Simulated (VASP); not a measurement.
TaGaMo3: single point with PBE

TaGaMo3:

```xyz
10
Lattice="5.0534 0.0000 0.0000 -2.5267 4.3764 0.0000 0.0000 0.0000 8.3982" Properties=species:S:1:pos:R:3 pbc="T T T"
Ta    0.0000    0.0000    2.0996
Ta    0.0000    0.0000    6.2987
Ga    0.0000    2.9176    2.0996
Ga    2.5267    1.4588    6.2987
Mo    2.5267    0.0000    0.0000
Mo   -1.2634    2.1882    0.0000
Mo    1.2634    2.1882    0.0000
Mo    2.5267    0.0000    4.1991
Mo   -1.2634    2.1882    4.1991
Mo    1.2634    2.1882    4.1991
```

The cell was generated, and may not be a known phase.

```json
{
  "Program": "VASP 6.6.1",
  "Task": "single point",
  "Functional": "PBE",
  "Potentials or basis": "VASP PAW PBE potentials, release 64 (Ta_pv, Ga_d, Mo_sv)",
  "Cutoff": "520 eV",
  "k mesh": "6 × 6 × 2",
  "Occupations": "gaussian, width 0.1 eV",
  "Spin": "no spin polarisation"
}
```

```
Pressure               : 0.5 GPa
Band gap on the k mesh : zero (bands 66 and 67 overlap by 1.77 eV)
```

Stress tensor (GPa, compression positive):
```
0.39 0.00 0.00
0.00 0.39 0.00
0.00 0.00 0.66
```

Levels at points of the mesh, in eV from the Fermi level:
| k point | band 62 | band 63 | band 64 | band 65 | band 66 | band 67 | band 68 | band 69 | band 70 | band 71 |
| --- | --- | --- | --- | --- | --- | --- | --- | --- | --- | --- |
| (0.00, 0.00, 0.00) | -0.40 | -0.40 | 0.44 | 0.61 | 1.27 | 1.27 | 1.55 | 1.80 | 1.82 | 1.82 |
| (0.50, 0.00, 0.00) | -0.78 | -0.54 | -0.44 | -0.39 | -0.33 | -0.28 | -0.25 | 0.09 | 0.27 | 0.28 |
| (0.00, 0.00, 0.50) | -0.88 | 0.39 | 0.39 | 0.39 | 0.39 | 1.79 | 1.79 | 1.79 | 1.79 | 1.80 |
| (0.50, 0.00, 0.50) | -0.86 | -0.58 | -0.58 | -0.45 | -0.45 | -0.23 | -0.23 | -0.01 | -0.01 | 0.58 |

Wall time 5.6 min on 1 thread of Intel(R) Xeon(R) 6975P-C (Granite Rapids), with other jobs on the host, peak memory 0.42 GiB.

Caveat: the k points lie up to 0.37 Å⁻¹ apart, too coarse for converged energies and pressures of a metal; spin-orbit coupling is left out, which moves the levels of the heavy elements.
